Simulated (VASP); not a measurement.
Wanted: the native input for a VASP 6.6.1 run.

* Task: single point
* Functional: LDA
* Potentials or basis: VASP PAW LDA potentials, release 64 (C, O)
* Cutoff: 520 eV
* k mesh: 6 × 6 × 6
* Occupations: gaussian, width 0.1 eV
* Spin: no spin polarisation
* Dipole correction: no
* Further INCAR settings: ALGO = Normal; EDIFF = 1e-06; NBANDS = 44

The structure of CO2 lies in POSCAR:

```
CO2
1.0
   -4.2634046749      3.1522221909      1.9929522953
    4.2634046749     -3.1522221909      1.9929522953
    4.2634046749      3.1522221909     -1.9929522953
C O
4 8
Direct
    0.8596969935      0.6053703878      0.4703613523
    0.1350090356      0.3893356413      0.5296386477
    0.8596969935      0.8893356413      0.7543266057
    0.1350090356      0.1053703878      0.2456733943
    0.8263846644      0.7479845082      0.2583545982
    0.1234730559      0.1234730559      0.0000000000
    0.4896299100      0.2479845082      0.4215998438
    0.4896299100      0.5680300662      0.7416454018
    0.1110466630      0.3212253205      0.2898213425
    1.0314039780      0.8212253205      0.7101786575
    0.1234730559      0.6234730559      0.5000000000
    0.8263846644      0.0680300662      0.5784001562
```

The input as run:

INCAR

```
SYSTEM = CO2
  PREC = Accurate
  ENCUT = 520
  EDIFF = 1E-6
  ISMEAR = 0
  SIGMA = 0.1
  LREAL = .False.
  LASPH = .True.
  NELM = 80
  ALGO = Normal
  ISIF = 2
  LWAVE = .False.
  LCHARG = .True.
  LELF = .True.
  LVHAR = .True.
  NBANDS = 44
```

KPOINTS

```
Automatic mesh
0
Gamma
  6 6 6
  0 0 0
```

Potentials or basis: VASP PAW LDA potentials, release 64 (C, O).

The run is started by

```sh
$ cat potpaw_LDA.64/C/POTCAR potpaw_LDA.64/O/POTCAR > POTCAR
$ mpirun -np 1 vasp_std > vasp.out
```

It gave:

```json
{"Pressure": "2.1 GPa", "Largest force": "0.158 eV/Å", "Band gap on the k mesh": "6.96 eV (least direct gap 7.30 eV)"}
```

It took 4 min on 1 thread of Intel(R) Xeon(R) Platinum 8488C (Sapphire Rapids), on a shared host, peak memory 0.29 GiB.
